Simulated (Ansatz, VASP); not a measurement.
# Two plane-wave programs on Na

```
CELL_PARAMETERS angstrom
-2.08429 2.08429 2.08429
2.08429 -2.08429 2.08429
2.08429 2.08429 -2.08429
ATOMIC_POSITIONS crystal
Na 0.00000 0.00000 0.00000
```

Alike in both runs: functional PBEsol; k mesh 14 × 14 × 14; occupations gaussian, width 0.1 eV; no spin polarisation.

Ansatz relaxed the structure, and its values are those at the end. VASP's run is a single point on that final structure, the one shown.

|  | VASP | Ansatz |
| --- | --- | --- |
| version | VASP 6.6.1 | Ansatz 0.2.0 |
| potentials or method | VASP PAW PBE potentials, release 64 (Na_pv), cutoff 520 eV | scalar-relativistic, plane waves, PAW |
| valence electrons in the cell | 7 | 9 |

```csv
,VASP,Ansatz,Ansatz less VASP
gap on the k mesh at the Fermi level (eV),none,none,-
pressure (GPa),0.1,0.0,-0.05
```

VASP's potentials were made for PBE, not for PBEsol. A gap of «none» marks a metal or a gap that the smearing closes. The functional is the same, so the differences come from potentials, cutoffs and numerics. VASP's potentials hold 7 valence electrons a cell and Ansatz's 9, so a difference there can come from the potentials and not from the codes.
